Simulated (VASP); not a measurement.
Runs of VASP 6.6.1 on MnO. The structure is that of space group Fm-3m (No. 225), or close to it. The cells are those of the table. 

```csv
task,level,potentials or basis,U,cell,cutoff (eV),gap on the mesh (eV),pressure (GPa),moment (μB)
relaxation of shape and atoms at fixed volume,PBE+U,"VASP PAW PBE potentials, release 64 (Mn_pv, O)",Mn d U = 3.9 eV,"relaxed from a = 3.205, b = 3.205, c = 6.411 Å, angles 60.0°, 4 atoms",600,(b),-3.7,0.00
relaxation of shape and atoms at fixed volume,PBE+U,"VASP PAW PBE potentials, release 64 (Mn_pv, O)",Mn d U = 3.9 eV,"relaxed from a = 3.168, b = 3.168, c = 6.248 Å, angles 59.5, 59.5, 60.0°, 4 atoms",600,1.77,4.4,0.00
single point,PBE+U,"VASP PAW PBE potentials, release 64 (Mn_pv, O)",Mn d U = 3.9 eV,"a = 3.307, b = 3.307, c = 6.553 Å, angles 59.7, 59.7, 60.0°, 4 atoms",520,(c),-12.0,0.00
single point,revPBE+U,"VASP PAW PBE potentials, release 64 (Mn_pv, O)",Mn d U = 3.9 eV,"a = 3.210, b = 3.210, c = 6.336 Å, angles 59.6, 59.6, 60.0°, 4 atoms",520,1.70,2.1,0.00
single point,PBE+U,"VASP PAW PBE potentials, release 64 (Mn_pv, O)",Mn d U = 3.9 eV,"a = 3.278, b = 3.278, c = 6.490 Å, angles 59.7, 59.7, 60.0°, 4 atoms",520,(a),-9.5,0.00
relaxation of shape and atoms at fixed volume,PBE+U,"VASP PAW PBE potentials, release 64 (Mn_pv, O)",Mn d U = 3.9 eV,"relaxed from a = 3.209, b = 3.209, c = 6.344 Å, angles 59.6, 59.6, 60.0°, 4 atoms",600,1.62,-1.9,0.00
single point,PBE+U,"VASP PAW PBE potentials, release 64 (Mn_pv, O)",Mn d U = 3.9 eV,"a = 3.190, b = 3.190, c = 6.291 Å, angles 59.5, 59.5, 60.0°, 4 atoms",520,1.70,1.4,0.00
single point,PBE+U,"VASP PAW PBE potentials, release 64 (Mn_sv, O)",Mn d U = 3.9 eV,"a = 3.154, b = 3.154, c = 6.209 Å, angles 59.5, 59.5, 60.0°, 4 atoms",600,1.77,4.3,0.00
single point,PBE+U,"VASP PAW PBE potentials, release 64 (Mn_pv, O)",Mn d U = 3.9 eV,"a = 3.170, b = 3.170, c = 6.244 Å, angles 59.5, 59.5, 60.0°, 4 atoms",520,1.77,4.6,0.00
relaxation of shape and atoms at fixed volume,PBE+U,"VASP PAW PBE potentials, release 64 (Mn_pv, O)",Mn d U = 3.9 eV,"relaxed from a = 3.210, b = 3.210, c = 6.336 Å, angles 59.6, 59.6, 60.0°, 4 atoms",600,1.62,-1.7,0.00
single point,PBE+U,"VASP PAW PBE potentials, release 64 (Mn_pv, O)",Mn d U = 5.0 eV,"a = 3.210, b = 3.210, c = 6.336 Å, angles 59.6, 59.6, 60.0°, 4 atoms",520,(d),-0.5,0.00
```

Alike in all rows: spin collinear, antiferromagnetic start; k mesh 12 × 12 × 6; smearing gaussian 0.05 eV.

Question: Estimate the missing entries.

Answer: (a) 1.39; (b) 1.57; (c) 1.30; (d) 1.79.

Caveats: the relaxation stopped at its first step, so nothing moved (at least some runs); the cell stands under tension (at least some runs); the cell stands under pressure (at least some runs); the PAW data sets were made with another functional, which shifts forces and pressure a little (at least some runs).

A k mesh can miss the band edges.

The runs don't all hold the same shells in valence.
